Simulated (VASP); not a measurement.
Ga: relaxation of cell and atoms with BLYP+D3(BJ)

Crystal: Ga.

```
Ga
1.0
    -1.38440    1.38440    2.31122
     1.38440   -1.38440    2.31122
     1.38440    1.38440   -2.31122
Ga
1
Direct
  0.00000 0.00000 0.00000
```

```json
{"Program": "VASP 6.6.1", "Task": "relaxation of cell and atoms", "Functional": "BLYP", "Dispersion": "D3(BJ)", "Potentials or basis": "VASP PAW PBE potentials, release 64 (Ga_d)", "Cutoff": "600 eV", "k mesh": "13 × 13 × 13", "Occupations": "fermi-dirac, width 0.05 eV", "Spin": "no spin polarisation", "Dipole correction": "no", "Further INCAR settings": "ALGO = Normal; EDIFF = 1e-06; IBRION = 2; EDIFFG = -0.01; NSW = 60; ISIF = 3"}
```

```
Relaxed volume                         : 18.55 Å³/atom
Relaxed cell                           : a = 3.076 Å, b = 3.076 Å, c = 3.076 Å, α = 125.65°, β = 125.65°, γ = 80.47°
Space group after relaxing (to 0.05 Å) : I4/mmm (No. 139)
Energy gained by relaxing              : 6.3 meV/atom
Ionic steps                            : 5
Pressure after relaxing                : 0.1 GPa
Dispersion energy per atom             : -0.726 eV
```

The path:
| step | energy change (eV) | largest force (eV/Å) | pressure (GPa) | volume (Å³) |
| --- | --- | --- | --- | --- |
| 1 | 0.0000 | 0.0000 | 2.28 | 17.72 |
| 2 | -0.0059 | 0.0000 | 0.58 | 18.37 |
| 3 | -0.0063 | 0.0000 | -0.32 | 18.59 |
| 4 | -0.0062 | 0.0000 | 0.30 | 18.51 |
| 5 | -0.0063 | 0.0000 | 0.06 | 18.55 |

Final structure:
```yaml
crystal:
  lattice:
    - [-1.40507, 1.40507, 2.34861]
    - [1.40507, -1.40507, 2.34861]
    - [1.40507, 1.40507, -2.34861]
  atoms:
    - { symbol: Ga, position: [0.00000, 0.00000, 0.00000] }
```

Levels at points of the mesh, in eV from the Fermi level:
| k point | band 4 | band 5 | band 6 | band 7 | band 8 | band 9 |
| --- | --- | --- | --- | --- | --- | --- |
| (0.00, 0.00, 0.00) | -14.91 | -14.76 | -11.09 | 11.85 | 12.30 | 12.30 |

Wall time 38 s on 1 thread of Intel(R) Xeon(R) 6975P-C (Granite Rapids), on a shared host, peak memory 0.19 GiB.

Caveat: the PAW data sets were made with another functional, which shifts forces and pressure a little; pairwise dispersion overbinds metals, which lowers pressure and volume.
